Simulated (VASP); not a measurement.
Here is a VASP 6.6.1 calculation.

INCAR

```
  PREC = Accurate
  ENCUT = 600
  EDIFF = 1E-7
  ISMEAR = -1
  SIGMA = 0.05
  LREAL = False
  LASPH = True
  NELM = 60
  ALGO = Normal
  ISIF = 3
  LWAVE = False
  LCHARG = False
  GGA = PS
  IBRION = 2
  NSW = 60
  EDIFFG = -0.01
  PSTRESS = 50.0
```

The input KPOINTS:

```
Automatic mesh
0
Gamma
  10 10 3
```

Contents of POSCAR:

```
MoS2
1.0
    3.1690000000      0.0000000000      0.0000000000
   -1.5845000000      2.7444345046      0.0000000000
    0.0000000000      0.0000000000     12.3240000000
Mo S
2 4
Direct
    0.6666666667      0.3333333333      0.7500000000
    0.3333333333      0.6666666667      0.2500000000
    0.6666666667      0.3333333333      0.3770000000
    0.3333333333      0.6666666667      0.8770000000
    0.6666666667      0.3333333333      0.1230000000
    0.3333333333      0.6666666667      0.6230000000
```

Potentials or basis: VASP PAW PBE potentials, release 64 (Mo_sv, S).

Launch:

```sh
$ cat potpaw_PBE.64/Mo_sv/POTCAR potpaw_PBE.64/S/POTCAR > POTCAR
$ mpirun -np 1 vasp_std > vasp.out
```

(1) Predict the relaxed cell.

(2) Estimate the space group after relaxing (to 0.1 Å).

Answers

(1) a = 3.102 Å, b = 3.102 Å, c = 11.644 Å, α = 90.00°, β = 90.00°, γ = 120.00°.

(2) P6_3/mmc (No. 194).
